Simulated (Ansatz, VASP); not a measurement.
One calculation of C, two programs

```xyz
4
Lattice="2.4589 0.0000 0.0000 -1.2295 2.1295 0.0000 0.0000 0.0000 7.1762" Properties=species:S:1:pos:R:3 pbc="T T T"
C     1.2295    2.1295    1.7940
C     0.0000    0.0000    5.3821
C     0.0000    1.4197    1.7940
C     1.2295    0.7098    5.3821
```

Alike in both runs: task single point; functional PBEsol; k mesh 14 × 14 × 4; occupations fermi-dirac, width 0.05 eV; no spin polarisation.

|  | VASP | Ansatz |
| --- | --- | --- |
| version | VASP 6.6.1 | Ansatz 0.2.0 |
| potentials or method | VASP PAW PBE potentials, release 64 (C), cutoff 520 eV | plane waves (420 eV) with PAW, scalar-relativistic |
| valence electrons in the cell | 16 | 16 |

Ansatz gave:

```
pressure (GPa)                                                : 0.0
traceless stress, the component that is largest in VASP (GPa) : 0.12
```

Which values does VASP return?

Pressure (GPa): 0.6; traceless stress, the component that is largest in VASP (GPa): -0.59.

VASP's potentials were made for PBE, not for PBEsol, and Ansatz warns of the same on its side.
